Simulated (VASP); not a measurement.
A run of VASP 6.6.1:

Contents of INCAR:

```
SYSTEM = Be
ALGO     = Normal         ! electronic algorithm
EDIFF    = 1E-7           ! SCF threshold, eV
EDIFFG   = -0.01          ! ionic threshold
ENCUT    = 600            ! plane-wave cutoff, eV
GGA      = PE             ! functional
IBRION   = 2              ! ionic algorithm
ISIF     = 4              ! what is computed and relaxed
ISMEAR   = 0              ! smearing method
IVDW     = 12             ! dispersion correction
LASPH    = .True.         ! aspherical terms in the spheres
LCHARG   = .False.        ! write CHGCAR
LREAL    = .False.        ! projectors in reciprocal space
LWAVE    = .False.        ! write WAVECAR
NELM     = 100            ! most SCF steps
NSW      = 50             ! ionic steps
PREC     = Accurate       ! precision mode
SIGMA    = 0.1            ! smearing width, eV
```

Contents of KPOINTS:

```
k-points
0
Gamma
  16 12 12
  0 0 0
```

The input POSCAR:

```
Be
1.0
    2.5066202313      0.0000000000      0.0000000000
    0.0000000000      3.4733637984      0.0000000000
    0.0000000000      0.0000000000      3.4733641487
Be
4
Direct
    0.7499961184      0.7500001398      0.7499999949
    0.2500038816      0.2499998602      0.7499999949
    0.2499961184      0.7499998602      0.2500000051
    0.7500038816      0.2500001398      0.2500000051
```

Potentials or basis: VASP PAW PBE potentials, release 64 (Be).

Run with:

```bash
$ cat potpaw_PBE.64/Be/POTCAR > POTCAR
$ mpirun -np 1 vasp_std > vasp.out
```

Hardware: 1 thread of AMD EPYC 9R45 (Zen 5), with other jobs on the host.

Task: How long does it take, and how much memory?

Result: It took 25 s on 1 thread of AMD EPYC 9R45 (Zen 5), on a shared host, peak memory 0.17 GiB. Counts: scf iterations 10, k points 252, ion steps 1.
